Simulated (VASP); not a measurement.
Here is a VASP 6.6.1 calculation.

INCAR

```
PREC     = Accurate       # precision mode
ENCUT    = 520            # plane-wave cutoff, eV
EDIFF    = 1E-6           # SCF threshold, eV
ISMEAR   = 0              # smearing method
SIGMA    = 0.1            # smearing width, eV
LREAL    = Auto         
LASPH    = True           # aspherical terms in the spheres
NELM     = 80             # most SCF steps
ALGO     = Normal         # electronic algorithm
ISIF     = 2              # what is computed and relaxed
LWAVE    = False          # write WAVECAR
LCHARG   = False          # write CHGCAR
GGA      = PE             # functional
NBANDS   = 46             # bands
```

The input KPOINTS:

```
Automatic mesh
0
Gamma
  6 6 6
```

POSCAR

```
SiC
1.0
    5.5440570000      0.1712300000     -0.2159890000
    0.1671340000      6.0792800000      0.0610250000
   -0.2141600000      0.0377100000      5.2293640000
Si C
8 8
Direct
    0.4031234695      0.1587705991      0.6852787678
    0.8999700158      0.9764511897      0.6785896361
    0.5440169532      0.4359320005      0.0731252826
    0.0036310235      0.7035988468      0.1463335369
    0.6260768354      0.4484508637      0.5514762806
    0.2095129201      0.2456932080      0.1362690660
    0.3627388180      0.8972898221      0.3045369559
    0.4160790374      0.7222812514      0.7520903369
    0.0807724428      0.2316436499      0.7844329598
    0.9838072493      0.4596711936      0.6409781773
    0.6893128451      0.9016394264      0.1597930091
    0.0676078913      0.6823297561      0.7802320354
    0.8061548528      0.2900119291      0.2526310351
    0.0102021473      0.4346739956      0.3415877044
    0.6161171642      0.9490762266      0.8756280535
    0.8135246103      0.0630293090      0.3276776792
```

Potentials or basis: VASP PAW PBE potentials, release 64 (Si, C).

Launch:

```bash
$ cat potpaw_PBE.64/Si/POTCAR potpaw_PBE.64/C/POTCAR > POTCAR
$ mpirun -np 1 vasp_std > vasp.out
```

(1) Estimate the band gap on the k mesh.

(2) Predict the pressure.

(3) Predict the largest force.

Results:

(1) zero (band 32 reaches 8.80 eV, above the bottom of band 33 at 8.66 eV).

(2) 0.1 GPa.

(3) 0.060 eV/Å.
